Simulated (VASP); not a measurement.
# SiC (P6_3mc) in VASP: further runs

SiC is run at these levels: r2SCAN; tasks: single point.

All numbers are computed with VASP 6.6.1; they aren't measurements. Logs are shortened: lines on timing, memory, paths and dates and some standing lists are left out, and cuts for length are marked.

## 1. The cell of the first run

It takes space group P6_3mc (No. 186, hexagonal). Conventional cell: a = 2.948 Å, b = 2.948 Å, c = 4.833 Å, α = 90.00°, β = 90.00°, γ = 120.00°. Si (site symmetry 3m) has 4 C at 1.80 to 1.82 Å within 2.4 Å. Within 2.4 Å of C (site symmetry 3m) lie 4 Si at 1.80 to 1.82 Å.

## 2. Single point, r2SCAN (9.10 Å³/atom)

POSCAR

```
SiC
1.0
    2.9484450180      0.0000000000      0.0000000000
   -1.4742225090      2.5534282872      0.0000000000
    0.0000000000      0.0000000000      4.8325418937
Si C
2 2
Direct
    0.3333333333      0.6666666667      0.0045329420
    0.6666666667      0.3333333333      0.5045329420
    0.3333333333      0.6666666667      0.3804670580
    0.6666666667      0.3333333333      0.8804670580
```

INCAR.step1

```
ALGO = Normal
EDIFF = 1E-4
ENCUT = 520
GGA = PE
ISMEAR = 0
LASPH = True
LCHARG = False
LREAL = False
LWAVE = True
NBANDS = 16
NELM = 100
PREC = Accurate
SIGMA = 0.02
```

INCAR.step2

```
ALGO = Normal
EDIFF = 1E-7
ENCUT = 520
ISIF = 2
ISMEAR = 0
ISTART = 1
LASPH = True
LCHARG = True
LELF = True
LMIXTAU = True
LREAL = False
LVHAR = True
LWAVE = False
METAGGA = R2SCAN
NBANDS = 16
NELM = 100
PREC = Accurate
SIGMA = 0.02
```

KPOINTS

```
k-points
0
Gamma
  12 12 6
```

Potentials or basis: VASP PAW PBE potentials, release 64 (Si, C).

The run is started by

```sh
cat potpaw_PBE.64/Si/POTCAR potpaw_PBE.64/C/POTCAR > POTCAR
cp INCAR.step1 INCAR
mpirun -np 1 vasp_std > vasp.out
cp INCAR.step2 INCAR
mpirun -np 1 vasp_std > vasp.out
```

OUTCAR:

```text
EDIFF = 1E-7
   ENCUT = 520
   ISIF = 2
   ISMEAR = 0
   ISTART = 1
   LASPH = True
   LREAL = False
   METAGGA = R2SCAN
   NELM = 100
   PREC = Accurate

 ion  position               nearest neighbor table
   1  0.333  0.667  0.005-   4 1.80   4 1.80   4 1.80   3 1.82   2 2.96   2 2.96   2 2.96   2 2.96
                             2 2.96   2 2.96
   2  0.667  0.333  0.505-   3 1.80   3 1.80   3 1.80   4 1.82   1 2.96   1 2.96   1 2.96   1 2.96
                             1 2.96   1 2.96
   3  0.333  0.667  0.380-   2 1.80   2 1.80   2 1.80   1 1.82
   4  0.667  0.333  0.880-   1 1.80   1 1.80   1 1.80   2 1.82

  LATTYP: Found a hexagonal cell.
 ALAT       =     2.9484450180
 C/A-ratio  =     1.6390137392

  Lattice vectors:

 A1 = (   2.9484450180,   0.0000000000,   0.0000000000)
 A2 = (  -1.4742225090,   2.5534282872,   0.0000000000)
 A3 = (   0.0000000000,   0.0000000000,   4.8325418937)

Analysis of symmetry for initial positions (statically):
=====================================================================
 Subroutine PRICEL returns:
 Original cell was already a primitive cell.

 Routine SETGRP: Setting up the symmetry group for a
 hexagonal supercell.

 Subroutine GETGRP returns: Found 12 space group operations
 (whereof  6 operations were pure point group operations)
 out of a pool of 24 trial point group operations.

The static configuration has the point symmetry C_3v.
 The point group associated with its full space group is C_6v.

Analysis of symmetry for dynamics (positions and initial velocities):
=====================================================================
 Subroutine PRICEL returns:
 Original cell was already a primitive cell.

 Routine SETGRP: Setting up the symmetry group for a
 hexagonal supercell.

 Subroutine GETGRP returns: Found 12 space group operations
 (whereof  6 operations were pure point group operations)
 out of a pool of 24 trial point group operations.

The dynamic configuration has the point symmetry C_3v.
 The point group associated with its full space group is C_6v.

 Subroutine INISYM returns: Found 12 space group operations
 (whereof  6 operations are pure point group operations),
 and found     1 'primitive' translations

----------------------------------------------------------------------------------------

                                     Primitive cell

  volume of cell :      36.3825

  direct lattice vectors                    reciprocal lattice vectors
     2.948445018  0.000000000  0.000000000     0.339161827  0.195815172  0.000000000
    -1.474222509  2.553428287  0.000000000     0.000000000  0.391630345  0.000000000
     0.000000000  0.000000000  4.832541894     0.000000000  0.000000000  0.206930436

  length of vectors
     2.948445018  2.948445018  4.832541894     0.391630345  0.391630345  0.206930436

  position of ions in fractional coordinates (direct lattice)
     0.333333333  0.666666667  0.004532942
     0.666666667  0.333333333  0.504532942
     0.333333333  0.666666667  0.380467058
     0.666666667  0.333333333  0.880467058

  ion indices of the primitive-cell ions
   primitive index   ion index
                 1           1
                 2           2
                 3           3
                 4           4

----------------------------------------------------------------------------------------

 KPOINTS: k-points

Automatic generation of k-mesh.
 Grid dimensions read from file:
 generate k-points for:   12   12    6

 Generating k-lattice:

  Cartesian coordinates                     Fractional coordinates (reciprocal lattice)
     0.028263486  0.016317931  0.000000000     0.083333333  0.000000000  0.000000000
     0.000000000  0.032635862  0.000000000     0.000000000  0.083333333  0.000000000
     0.000000000  0.000000000  0.034488406     0.000000000  0.000000000  0.166666667

  Length of vectors
     0.032635862  0.032635862  0.034488406

  Shift w.r.t. Gamma in fractional coordinates (k-lattice)
     0.000000000  0.000000000  0.000000000

 Subroutine IBZKPT returns following result:
 ===========================================

 Found     76 irreducible k-points:

 Following reciprocal coordinates:
            Coordinates               Weight
  0.000000  0.000000  0.000000      1.000000
  0.083333 -0.000000  0.000000      6.000000
  0.166667 -0.000000  0.000000      6.000000
  0.250000 -0.000000  0.000000      6.000000
  0.333333 -0.000000  0.000000      6.000000
  0.416667 -0.000000  0.000000      6.000000
[... 16 lines left out ...]
  0.250000 -0.000000  0.166667     12.000000
  0.333333 -0.000000  0.166667     12.000000
 [... further k-points ...]
   k-points           NKPTS =     76   k-points in BZ     NKDIM =     76   number of bands    NBANDS=     16
   number of dos      NEDOS =    301   number of ions     NIONS =      4
   total plane-waves  NPLWV =  20736
   dimension x,y,z NGX =    24 NGY =   24 NGZ =   36
   dimension x,y,z NGXF=    48 NGYF=   48 NGZF=   72
   ions per type =               2   2
   NGX,Y,Z   is equivalent  to a cutoff of  13.53, 13.53, 12.38 a.u.
   NGXF,Y,Z  is equivalent  to a cutoff of  27.06, 27.06, 24.77 a.u.
 SYSTEM =  unknown system
   PREC   = accura    normal or accurate (medium, high low for compatibility)
   ISTART =      1    job   : 0-new  1-cont  2-samecut
   ICHARG =      0    charge: 1-file 2-atom 10-const
   ISPIN  =      1    spin polarized calculation?
   LNONCOLLINEAR =      F non collinear calculations
   LSORBIT =      F    spin-orbit coupling
   LASPH  =      T    aspherical Exc in radial PAW
   ENCUT  =  520.0 eV  38.22 Ry    6.18 a.u.   5.48  5.48  8.99*2*pi/ulx,y,z
   NELM   =    100;   NELMIN=  2; NELMDL=  0     # of ELM steps
   EDIFF  = 0.1E-06   stopping-criterion for ELM
   LREAL  =      F    real-space projection
   EDIFFG = 0.1E-05   stopping-criterion for IOM
   NSW    =      0    number of steps for IOM
   IBRION =     -1    ionic relax: 0-MD 1-quasi-New 2-CG
   NFREE  =      0    steps in history (QN), initial steepest desc. (CG)
   ISIF   =      2    stress and relaxation
   ISYM   =      2    0-nonsym 1-usesym 2-fastsym
   POTIM  = 0.5000    time-step for ionic-motion
   TEBEG  =    0.0;   TEEND  =   0.0 temperature during run
   PSTRESS=    0.0 pullay stress
   NELECT =      16.0000    total number of electrons
   NUPDOWN=      -1.0000    fix difference up-down
   EMIN   =  10.00;   EMAX   =-10.00  energy-range for DOS
   EFERMI =   0.00;   METHOD = LEGACY
   ISMEAR =     0;   SIGMA  =   0.02  broadening in eV -4-tet -1-fermi 0-gaus
   EFERMI_NEDOS =   21; number of points for ismear=-14 and -15
   IALGO  =     38    algorithm
   IMIX   =      4    mixing-type and parameters
     AMIX     =   0.40;   BMIX     =  1.00
     AMIX_MAG =   1.60;   BMIX_MAG =  1.00
  volume/ion in A,a.u.               =       9.10        61.38
  Fermi-wavevector in a.u.,A,eV,Ry     =   1.244947  2.352608 21.087561  1.549892
  Thomas-Fermi vector in A             =   2.379191
   LORBIT       =      0    0 simple, 1 ext, 2 COOP (PROOUT), +10 PAW based schemes
   METAGGA = R2SCAN    functional components
   LHFCALC =     F    Hartree Fock is set to
   AEXX    =    0.0000 exact exchange contribution
   IVDW    =     0    specifies the selected vdW correction
   LEPSILON=     F    determine dielectric tensor
   LRPA    =     F    only Hartree local field effects (RPA)
 non-spin polarized calculation
 Gauss-broadening in eV      SIGMA  =   0.02
  energy-cutoff  :      520.00
  volume of cell :       36.38
 maximum number of plane-waves:      1008
 NGX is ok and might be reduce to    24
   NGX = 11   NGY = 11   NGZ = 17

 number of electron      16.0000001 magnetization

 Free energy of the ion-electron system (eV)
  ---------------------------------------------------
  ext. energy  EPLUGINS =         0.00000000
  ---------------------------------------------------
  free energy    TOTEN  =       -38.12334876 eV

  energy without entropy =      -38.12334876  energy(sigma->0) =      -38.12334876

 E-fermi :   9.7333     XC(G=0): -12.5120

 val. band max:        9.6508025252   @ k =   0.0000   0.0000   0.0000
 cond. band min:      12.1237963028   @ k =   0.3333   0.3333   0.0000
 fundamental gap:      2.4729937776
 Fermi energy:         9.7333260300

 k-point     1 :       0.0000    0.0000    0.0000
  band No.  band energies     occupation
      1      -7.7724      2.00000
      2      -3.6280      2.00000
      3      -0.0991      2.00000
      4       8.2044      2.00000
      5       8.2044      2.00000
      6       9.5509      2.00000
[... 8 lines left out ...]
     15      20.2312      0.00000
     16      22.2635      0.00000

 k-point     2 :       0.0833   -0.0000    0.0000
  band No.  band energies     occupation
      1      -7.6346      2.00000
      2      -3.5125      2.00000
      3       0.0326      2.00000
      4       7.4730      2.00000
      5       7.9586      2.00000
      6       9.1785      2.00000
[... 8 lines left out ...]
     15      20.5450      0.00000
     16      21.2701      0.00000

 k-point     3 :       0.1667   -0.0000    0.0000
  band No.  band energies     occupation
      1      -7.2246      2.00000
      2      -3.1767      2.00000
      3       0.4210      2.00000
      4       5.8283      2.00000
      5       7.4086      2.00000
      6       8.0046      2.00000
[... 8 lines left out ...]
     15      20.9374      0.00000
     16      20.9430      0.00000
[... 362 lines left out ...]
 k-point    23 :       0.2500   -0.0000    0.1667
  band No.  band energies     occupation
      1      -6.4033      2.00000
      2      -3.2341      2.00000
      3       1.7401      2.00000
      4       4.1946      2.00000
      5       6.0655      2.00000
      6       6.9282      2.00000
[... 8 lines left out ...]
     15      22.0235      0.00000
     16      22.4290      0.00000

 k-point    24 :       0.3333   -0.0000    0.1667
  band No.  band energies     occupation
      1      -5.5087      2.00000
      2      -2.5744      2.00000
      3       1.6602      2.00000
      4       3.3009      2.00000
      5       4.4628      2.00000
      6       6.4452      2.00000
[... 8 lines left out ...]
     15      23.2171      0.00000
     16      23.7127      0.00000

 [... further k-points ...]

------------------------ aborting loop because EDIFF is reached ----------------------------------------

  FORCE on cell =-STRESS in cart. coord.  units (eV):
  Direction    XX          YY          ZZ          XY          YZ          ZX
  --------------------------------------------------------------------------------------
  -------------------------------------------------------------------------------------
  Total        8.3842157      8.3842157      8.3699200      0.0000000      0.0000000     -0.0000000
  in kB      369.2161595    369.2161595    368.5866162      0.0000000      0.0000000     -0.0000000
  external PRESSURE =     369.0063118 kB  Pullay stress =       0.0000000 kB

 VOLUME and BASIS-vectors are now :
 -----------------------------------------------------------------------------
  energy-cutoff  :      520.00
  volume of cell :       36.38
      direct lattice vectors                 reciprocal lattice vectors
     2.948445018  0.000000000  0.000000000     0.339161827  0.195815172  0.000000000
    -1.474222509  2.553428287  0.000000000     0.000000000  0.391630345  0.000000000
     0.000000000  0.000000000  4.832541894     0.000000000  0.000000000  0.206930436

 POSITION                                       TOTAL-FORCE (eV/Angst)
 -----------------------------------------------------------------------------------
     -0.00000      1.70229      0.02191        -0.000000      0.000000      0.008476
      1.47422      0.85114      2.43818         0.000000     -0.000000      0.008476
     -0.00000      1.70229      1.83862         0.000000     -0.000000     -0.008476
      1.47422      0.85114      4.25489        -0.000000      0.000000     -0.008476
 -----------------------------------------------------------------------------------
    total drift:                               -0.000000      0.000000     -0.000244

  FREE ENERGIE OF THE ION-ELECTRON SYSTEM (eV)
  ---------------------------------------------------
  free  energy   TOTEN  =       -38.1233487620 eV

  energy  without entropy=      -38.1233487620  energy(sigma->0) =      -38.12334876
```

It took 7.8 min on 1 thread of AMD EPYC, shared host; peak memory 0.14 GiB.

Results:

```
Free energy            : -38.1233 eV
Pressure               : 36.9 GPa
Largest force          : 0.008 eV/Å
Band gap on the k mesh : 2.47 eV (least direct gap 4.78 eV)
```

Forces in eV/Å, atoms in the order of the input:
```
Si   0.000  0.000  0.008
Si   0.000  0.000  0.008
C    0.000  0.000 -0.008
C    0.000  0.000 -0.008
```

Caveat: the cell stands under pressure; the PAW data sets were made with another functional, which shifts forces and pressure a little.

## 3. Single point, r2SCAN (9.41 Å³/atom)

This run uses another cell than the first one, of 9.41 Å³/atom.

POSCAR

```
SiC
1.0
    2.9811216339      0.0000000000      0.0000000000
   -1.4905608170      2.5817270667      0.0000000000
    0.0000000000      0.0000000000      4.8883356960
Si C
2 2
Direct
    0.3333333333      0.6666666667      0.0045530097
    0.6666666667      0.3333333333      0.5045530097
    0.3333333333      0.6666666667      0.3804469903
    0.6666666667      0.3333333333      0.8804469903
```

INCAR.step1

```
SYSTEM = SiC
ALGO = Normal ; EDIFF = 1E-4
ENCUT = 520 ; GGA = PE
ISMEAR = 0 ; LASPH = .True.
LCHARG = .False. ; LREAL = .False.
LWAVE = .True. ; NBANDS = 16
NELM = 100 ; PREC = Accurate
SIGMA = 0.02
```

INCAR.step2

```
SYSTEM = SiC
ALGO = Normal ; EDIFF = 1E-6
ENCUT = 520 ; ISIF = 2
ISMEAR = 0 ; ISTART = 1
LASPH = .True. ; LCHARG = .True.
LELF = .True. ; LMIXTAU = .True.
LREAL = .False. ; LVHAR = .True.
LWAVE = .False. ; METAGGA = R2SCAN
NBANDS = 16 ; NELM = 100
PREC = Accurate ; SIGMA = 0.02
```

KPOINTS

```
k-points
0
Gamma
  12 12 6
  0 0 0
```

Potentials or basis: VASP PAW PBE potentials, release 64 (Si, C).

The run is started by

```sh
cat potpaw_PBE.64/Si/POTCAR potpaw_PBE.64/C/POTCAR > POTCAR
cp INCAR.step1 INCAR
mpirun -np 1 vasp_std > vasp.out
cp INCAR.step2 INCAR
mpirun -np 1 vasp_std > vasp.out
```

Run time: 6.6 min. Hardware: 1 thread of AMD EPYC, shared host; peak memory 0.15 GiB.

The run converged. Its results:

* Free energy: -38.3642 eV
* Pressure: 25.5 GPa
* Largest force: 0.009 eV/Å
* Band gap on the k mesh: 2.52 eV (least direct gap 4.70 eV)

Forces in eV/Å, atoms in the order of the input:
```
Si   0.000  0.000  0.009
Si   0.000  0.000  0.009
C    0.000  0.000 -0.009
C    0.000  0.000 -0.009
```

Levels at points of the mesh, in eV from the valence-band top:
| k point | band 6 | band 7 | band 8 | band 9 | band 10 | band 11 |
| --- | --- | --- | --- | --- | --- | --- |
| (0.00, 0.00, 0.00) | -0.11 | 0.00 | 0.00 | 6.25 | 7.82 | 7.82 |
| (0.50, 0.00, 0.00) | -3.67 | -3.62 | -1.28 | 3.42 | 4.79 | 8.06 |
| (0.00, 0.00, 0.50) | -0.77 | -0.77 | -0.77 | 7.37 | 7.37 | 8.46 |
| (0.50, 0.00, 0.50) | -2.69 | -2.53 | -2.53 | 3.96 | 3.96 | 6.27 |

Caveat: the cell stands under pressure; the PAW data sets were made with another functional, which shifts forces and pressure a little. A k mesh can miss the band edges.
